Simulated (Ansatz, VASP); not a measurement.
One calculation of InGa2O, two programs

```
In Ga O
1.0
     3.03730    0.00000    0.00000
     0.00000    3.03730    0.00000
     0.00000    0.00000    8.42595
In Ga O
1 2 1
Direct
  0.50000 0.50000 0.50000
  0.00000 0.50000 0.16674
  0.50000 0.00000 0.83326
  0.00000 0.00000 0.00000
```

Change from the starting cell: species swapped into the ZnGeP2 type (P-4m2, No. 115).

Alike in both runs: functional PBE; k mesh 14 × 14 × 8; occupations gaussian, width 0.1 eV; no spin polarisation.

Ansatz relaxed the structure, and its values are those at the end. VASP's run is a single point on that final structure, the one shown.

|  | VASP | Ansatz |
| --- | --- | --- |
| version | VASP 6.6.1 | Ansatz 0.2.0 |
| potentials or method | VASP PAW PBE potentials, release 64 (In_d, Ga_d, O), cutoff 520 eV | scalar-relativistic, plane waves, PAW |
| valence electrons in the cell | 45 | 45 |

VASP gave:

| Property | Result |
| --- | --- |
| gap on the k mesh at the Fermi level (eV) | none |
| pressure (GPa) | 0.2 |
| rms of the force components (eV/Å) | 0.023 |

Task: Estimate Ansatz's values.

Result: gap on the k mesh at the Fermi level (eV): none; pressure (GPa): 0.0; rms of the force components (eV/Å): 0.000.

A gap of «none» marks a metal or a gap that the smearing closes. With one functional, cell and mesh, what is left measures potentials, basis and numerics.
